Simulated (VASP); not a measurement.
# In (I4/mmm) in VASP: further runs

The runs below take In through single point, with LDA.

All numbers are computed with VASP 6.6.1; they aren't measurements. Logs are shortened: lines on timing, memory, paths and dates and some standing lists are left out, and cuts for length are marked.

## (1) The cell of the first run

It takes space group I4/mmm (No. 139, tetragonal). Conventional cell: a = 3.208 Å, b = 3.208 Å, c = 4.881 Å, α = 90.00°, β = 90.00°, γ = 90.00°. Within 4.2 Å of In (site symmetry 4/mmm) lie 12 In at 3.21 to 3.33 Å.

## (2) Single point, LDA (volume scaled by 0.96)

The input, INCAR:

```
ALGO = Normal ; EDIFF = 1E-6
ENCUT = 520 ; GGA = CA
ISIF = 2 ; ISMEAR = -1
LASPH = T ; LCHARG = F
LREAL = F ; LWAVE = F
NBANDS = 12 ; NELM = 100
PREC = Accurate ; SIGMA = 0.05
```

The input, KPOINTS:

```
k-points
0
Gamma
  14 14 14
```

The input, POSCAR:

```
In
1.0
   -1.6041723059      1.6041723059      2.4405141445
    1.6041723059     -1.6041723059      2.4405141445
    1.6041723059      1.6041723059     -2.4405141445
In
1
Direct
    0.0000000000      0.0000000000      0.0000000000
```

Potentials or basis: VASP PAW LDA potentials, release 64 (In_d).

Started as:

```bash
cat potpaw_LDA.64/In_d/POTCAR > POTCAR
mpirun -np 1 vasp_std > vasp.out
```

OUTCAR:

```text
EDIFF = 1E-6
   ENCUT = 520
   GGA = CA
   ISIF = 2
   ISMEAR = -1
   LASPH = T
   LREAL = F
   NELM = 100
   PREC = Accurate

 ion  position               nearest neighbor table
   1  0.000  0.000  0.000-

  LATTYP: Found a body centered tetragonal cell.
 ALAT       =     3.2083446118
 C/A-ratio  =     1.5213541186

  Lattice vectors:

 A1 = (  -1.6041723059,   1.6041723059,   2.4405141445)
 A2 = (   1.6041723059,  -1.6041723059,   2.4405141445)
 A3 = (   1.6041723059,   1.6041723059,  -2.4405141445)

Analysis of symmetry for initial positions (statically):
=====================================================================
 Subroutine PRICEL returns:
 Original cell was already a primitive cell.

 Routine SETGRP: Setting up the symmetry group for a
 body centered tetragonal supercell.

 Subroutine GETGRP returns: Found 16 space group operations
 (whereof 16 operations were pure point group operations)
 out of a pool of 16 trial point group operations.

The static configuration has the point symmetry D_4h.

Analysis of symmetry for dynamics (positions and initial velocities):
=====================================================================
 Subroutine PRICEL returns:
 Original cell was already a primitive cell.

 Routine SETGRP: Setting up the symmetry group for a
 body centered tetragonal supercell.

 Subroutine GETGRP returns: Found 16 space group operations
 (whereof 16 operations were pure point group operations)
 out of a pool of 16 trial point group operations.

The dynamic configuration has the point symmetry D_4h.

 Subroutine INISYM returns: Found 16 space group operations
 (whereof 16 operations are pure point group operations),
 and found     1 'primitive' translations

----------------------------------------------------------------------------------------

                                     Primitive cell

  volume of cell :      25.1214

  direct lattice vectors                    reciprocal lattice vectors
    -1.604172306  1.604172306  2.440514144     0.000000000  0.311687216  0.204874863
     1.604172306 -1.604172306  2.440514144     0.311687216  0.000000000  0.204874863
     1.604172306  1.604172306 -2.440514144     0.311687216  0.311687216  0.000000000

  length of vectors
     3.332093466  3.332093466  3.332093466     0.372991461  0.372991461  0.440792288

  position of ions in fractional coordinates (direct lattice)
     0.000000000  0.000000000  0.000000000

  ion indices of the primitive-cell ions
   primitive index   ion index
                 1           1

----------------------------------------------------------------------------------------

 KPOINTS: k-points

Automatic generation of k-mesh.
 Grid dimensions read from file:
 generate k-points for:   14   14   14

 Generating k-lattice:

  Cartesian coordinates                     Fractional coordinates (reciprocal lattice)
     0.000000000  0.022263373  0.014633919     0.071428571  0.000000000  0.000000000
     0.022263373  0.000000000  0.014633919     0.000000000  0.071428571  0.000000000
     0.022263373  0.022263373  0.000000000     0.000000000  0.000000000  0.071428571

  Length of vectors
     0.026642247  0.026642247  0.031485163

  Shift w.r.t. Gamma in fractional coordinates (k-lattice)
     0.000000000  0.000000000  0.000000000

 Subroutine IBZKPT returns following result:
 ===========================================

 Found    244 irreducible k-points:

 Following reciprocal coordinates:
            Coordinates               Weight
  0.000000  0.000000  0.000000      1.000000
  0.071429 -0.000000  0.000000      8.000000
  0.142857 -0.000000  0.000000      8.000000
  0.214286 -0.000000  0.000000      8.000000
  0.285714 -0.000000  0.000000      8.000000
  0.357143 -0.000000  0.000000      8.000000
[... 16 lines left out ...]
  0.214286  0.142857  0.000000     16.000000
  0.285714  0.142857  0.000000     16.000000
 [... further k-points ...]
   k-points           NKPTS =    244   k-points in BZ     NKDIM =    244   number of bands    NBANDS=     12
   number of dos      NEDOS =    301   number of ions     NIONS =      1
   total plane-waves  NPLWV =  21952
   dimension x,y,z NGX =    28 NGY =   28 NGZ =   28
   dimension x,y,z NGXF=    56 NGYF=   56 NGZF=   56
   ions per type =               1
   NGX,Y,Z   is equivalent  to a cutoff of  13.97, 13.97, 13.97 a.u.
   NGXF,Y,Z  is equivalent  to a cutoff of  27.94, 27.94, 27.94 a.u.
 SYSTEM =  unknown system
   PREC   = accura    normal or accurate (medium, high low for compatibility)
   ISTART =      0    job   : 0-new  1-cont  2-samecut
   ICHARG =      2    charge: 1-file 2-atom 10-const
   ISPIN  =      1    spin polarized calculation?
   LNONCOLLINEAR =      F non collinear calculations
   LSORBIT =      F    spin-orbit coupling
   LASPH  =      T    aspherical Exc in radial PAW
   ENCUT  =  520.0 eV  38.22 Ry    6.18 a.u.   6.20  6.20  6.20*2*pi/ulx,y,z
   NELM   =    100;   NELMIN=  2; NELMDL= -5     # of ELM steps
   EDIFF  = 0.1E-05   stopping-criterion for ELM
   LREAL  =      F    real-space projection
   EDIFFG = 0.1E-04   stopping-criterion for IOM
   NSW    =      0    number of steps for IOM
   IBRION =     -1    ionic relax: 0-MD 1-quasi-New 2-CG
   NFREE  =      0    steps in history (QN), initial steepest desc. (CG)
   ISIF   =      2    stress and relaxation
   ISYM   =      2    0-nonsym 1-usesym 2-fastsym
   POTIM  = 0.5000    time-step for ionic-motion
   TEBEG  =    0.0;   TEEND  =   0.0 temperature during run
   PSTRESS=    0.0 pullay stress
   NELECT =      13.0000    total number of electrons
   NUPDOWN=      -1.0000    fix difference up-down
   EMIN   =  10.00;   EMAX   =-10.00  energy-range for DOS
   EFERMI =   0.00;   METHOD = LEGACY
   ISMEAR =    -1;   SIGMA  =   0.05  broadening in eV -4-tet -1-fermi 0-gaus
   EFERMI_NEDOS =   21; number of points for ismear=-14 and -15
   IALGO  =     38    algorithm
   IMIX   =      4    mixing-type and parameters
     AMIX     =   0.40;   BMIX     =  1.00
     AMIX_MAG =   1.60;   BMIX_MAG =  1.00
  volume/ion in A,a.u.               =      25.12       169.53
  Fermi-wavevector in a.u.,A,eV,Ry     =   1.314341  2.483745 23.503971  1.727493
  Thomas-Fermi vector in A             =   2.444601
   LORBIT       =      0    0 simple, 1 ext, 2 COOP (PROOUT), +10 PAW based schemes
   GGA     = CA    functional components
   LHFCALC =     F    Hartree Fock is set to
   AEXX    =    0.0000 exact exchange contribution
   IVDW    =     0    specifies the selected vdW correction
   LEPSILON=     F    determine dielectric tensor
   LRPA    =     F    only Hartree local field effects (RPA)
 non-spin polarized calculation
  energy-cutoff  :      520.00
  volume of cell :       25.12
 maximum number of plane-waves:       688
 NGX is ok and might be reduce to    28
   NGX = 13   NGY = 13   NGZ = 13

 number of electron      12.9999999 magnetization

 Free energy of the ion-electron system (eV)
  ---------------------------------------------------
  ext. energy  EPLUGINS =         0.00000000
  ---------------------------------------------------
  free energy    TOTEN  =        -3.21998085 eV

  energy without entropy =       -3.21668804  energy(sigma->0) =       -3.21833444

 E-fermi :   7.7262     XC(G=0): -10.7216

 val. band max:        7.7242559309   @ k =   0.2857   0.2143   0.0714
 cond. band min:       7.7724377728   @ k =  -0.2857   0.4286   0.0714
 fundamental gap:      0.0481818419
 Fermi energy:         7.7261922009

 k-point     1 :       0.0000    0.0000    0.0000
  band No.  band energies     occupation
      1      -6.9881      2.00000
      2      -6.8707      2.00000
      3      -6.8707      2.00000
      4      -6.7768      2.00000
      5      -6.6594      2.00000
      6      -2.1616      2.00000
      7      18.4792      0.00000
      8      18.4792      0.00000
      9      18.6569      0.00000
     10      19.4563      0.00000
     11      22.0593      0.00000
     12      22.1683      0.00000

 k-point     2 :       0.0714   -0.0000    0.0000
  band No.  band energies     occupation
      1      -6.9790      2.00000
      2      -6.8713      2.00000
      3      -6.8616      2.00000
      4      -6.7752      2.00000
      5      -6.6631      2.00000
      6      -2.0462      2.00000
      7      17.1074      0.00000
      8      18.3146      0.00000
      9      18.3391      0.00000
     10      19.3109      0.00000
     11      22.4439      0.00000
     12      22.4704      0.00000

 k-point     3 :       0.1429   -0.0000    0.0000
  band No.  band energies     occupation
      1      -6.9606      2.00000
      2      -6.8763      2.00000
      3      -6.8392      2.00000
      4      -6.7617      2.00000
      5      -6.6701      2.00000
      6      -1.6969      2.00000
      7      14.6375      0.00000
      8      17.6746      0.00000
      9      18.0242      0.00000
     10      19.2826      0.00000
     11      21.7140      0.00000
     12      23.2661      0.00000
[... 286 lines left out ...]
 k-point    23 :       0.2143    0.1429    0.0000
  band No.  band energies     occupation
      1      -6.9320      2.00000
      2      -6.8677      2.00000
      3      -6.8060      2.00000
      4      -6.7410      2.00000
      5      -6.6325      2.00000
      6      -0.2024      2.00000
      7      11.0590      0.00000
      8      13.1950      0.00000
      9      16.9611      0.00000
     10      19.8073      0.00000
     11      20.7955      0.00000
     12      21.9641      0.00000

 k-point    24 :       0.2857    0.1429    0.0000
  band No.  band energies     occupation
      1      -6.9266      2.00000
      2      -6.8917      2.00000
      3      -6.8172      2.00000
      4      -6.6746      2.00000
      5      -6.6163      2.00000
      6       0.7766      2.00000
      7       8.8151      0.00000
      8      13.0987      0.00000
      9      16.0464      0.00000
     10      18.8801      0.00000
     11      20.8363      0.00000
     12      22.3828      0.00000

 [... further k-points ...]
[... 5 lines left out ...]
  --------------------------------------------------------------------------------------
  -------------------------------------------------------------------------------------
  Total       -0.1851305     -0.1851305     -0.1022012      0.0000000      0.0000000      0.0000000
  in kB      -11.8071518    -11.8071518     -6.5181333      0.0000000      0.0000000      0.0000000
  external PRESSURE =     -10.0441456 kB  Pullay stress =       0.0000000 kB

 VOLUME and BASIS-vectors are now :
 -----------------------------------------------------------------------------
  energy-cutoff  :      520.00
  volume of cell :       25.12
      direct lattice vectors                 reciprocal lattice vectors
    -1.604172306  1.604172306  2.440514144     0.000000000  0.311687216  0.204874863
     1.604172306 -1.604172306  2.440514144     0.311687216  0.000000000  0.204874863
     1.604172306  1.604172306 -2.440514144     0.311687216  0.311687216  0.000000000

 POSITION                                       TOTAL-FORCE (eV/Angst)
 -----------------------------------------------------------------------------------
      0.00000      0.00000      0.00000         0.000000     -0.000000     -0.000000
 -----------------------------------------------------------------------------------
    total drift:                               -0.000000      0.000000      0.000000

  FREE ENERGIE OF THE ION-ELECTRON SYSTEM (eV)
  ---------------------------------------------------
  free  energy   TOTEN  =        -3.2199808504 eV

  energy  without entropy=       -3.2166880377  energy(sigma->0) =       -3.21833444
```

Wall time 37 s (1 thread of AMD EPYC 9R45 (Zen 5), shared host); peak memory 0.16 GiB.

What came out:

```yaml
Free_energy: -3.2200 eV
Pressure: -1.0 GPa
```

Caveat: spin-orbit coupling is left out, which moves the levels of the heavy elements.

## (3) Single point, LDA (volume scaled by 0.99)

The input, INCAR:

```
PREC = Accurate ; ENCUT = 520
EDIFF = 1E-6 ; ISMEAR = -1
SIGMA = 0.05 ; LREAL = F
LASPH = T ; NELM = 60
ALGO = Normal ; ISIF = 2
LWAVE = F ; LCHARG = F
GGA = CA ; NBANDS = 12
```

The input, KPOINTS:

```
Automatic mesh
0
Gamma
  14 14 14
```

The input, POSCAR:

```
In
1.0
   -1.6207113306      1.6207113306      2.4656758579
    1.6207113306     -1.6207113306      2.4656758579
    1.6207113306      1.6207113306     -2.4656758579
In
1
Direct
    0.0000000000      0.0000000000      0.0000000000
```

Potentials or basis: VASP PAW LDA potentials, release 64 (In_d).

Started as:

```bash
cat potpaw_LDA.64/In_d/POTCAR > POTCAR
mpirun -np 1 vasp_std > vasp.out
```

Run time: 37 s. Hardware: 1 thread of AMD EPYC 9R45 (Zen 5), shared host; peak memory 0.16 GiB.

Results (log left out):

| Property | Result |
| --- | --- |
| Free energy | -3.2122 eV |
| Pressure | -2.3 GPa |

Stress tensor (GPa, compression positive):
```
-2.45  0.00  0.00
 0.00 -2.45  0.00
 0.00  0.00 -2.00
```

Levels at points of the mesh, in eV from the Fermi level:
```csv
k point,band 4,band 5,band 6,band 7,band 8,band 9
"(0.00, 0.00, 0.00)",-14.47,-14.36,-9.66,10.48,10.48,10.64
"(0.50, 0.00, 0.00)",-14.27,-14.23,-4.40,-3.42,7.47,9.08
"(0.50, 0.50, 0.00)",-14.25,-14.16,-2.01,-1.74,3.46,3.89
"(0.50, 0.50, 0.50)",-14.22,-14.22,-3.02,-2.73,4.67,4.67
```

Caveat: spin-orbit coupling is left out, which moves the levels of the heavy elements.

## (4) Single point, LDA (volume scaled by 1.02)

The input, INCAR:

```
  PREC = Accurate
  ENCUT = 520
  EDIFF = 1E-6
  ISMEAR = -1
  SIGMA = 0.05
  LREAL = F
  LASPH = T
  NELM = 80
  ALGO = Normal
  ISIF = 2
  LWAVE = F
  LCHARG = F
  NBANDS = 12
```

KPOINTS is that of step 3.

The input, POSCAR:

```
In
1.0
   -1.6369195191      1.6369195191      2.4903342523
    1.6369195191     -1.6369195191      2.4903342523
    1.6369195191      1.6369195191     -2.4903342523
In
1
Direct
    0.0000000000      0.0000000000      0.0000000000
```

Started as:

```bash
cat potpaw_LDA.64/In_d/POTCAR > POTCAR
mpirun -np 1 vasp_std > vasp.out
```

Run time: 36 s. Hardware: 1 thread of AMD EPYC 9R45 (Zen 5), shared host; peak memory 0.16 GiB.

It converged, with:

| Item | Value |
| --- | --- |
| Free energy | -3.1986 eV |
| Pressure | -3.4 GPa |

Stress tensor (GPa, compression positive):
```
-3.49  0.00  0.00
 0.00 -3.49  0.00
 0.00  0.00 -3.10
```

Levels at points of the mesh, in eV from the Fermi level:
```csv
k point,band 2,band 3,band 4,band 5,band 6,band 7,band 8,band 9,band 10,band 11
"(0.00, 0.00, 0.00)",-14.52,-14.52,-14.45,-14.34,-9.45,10.21,10.21,10.36,11.62,13.81
"(0.50, 0.00, 0.00)",-14.59,-14.51,-14.26,-14.22,-4.38,-3.29,7.30,8.86,11.13,11.33
"(0.50, 0.50, 0.00)",-14.68,-14.26,-14.24,-14.16,-1.92,-1.81,3.41,3.84,6.97,7.36
"(0.50, 0.50, 0.50)",-14.67,-14.24,-14.22,-14.22,-3.04,-2.61,4.59,4.59,8.11,8.19
```

Caveat: spin-orbit coupling is left out, which moves the levels of the heavy elements.

[end of part 1 of 2]
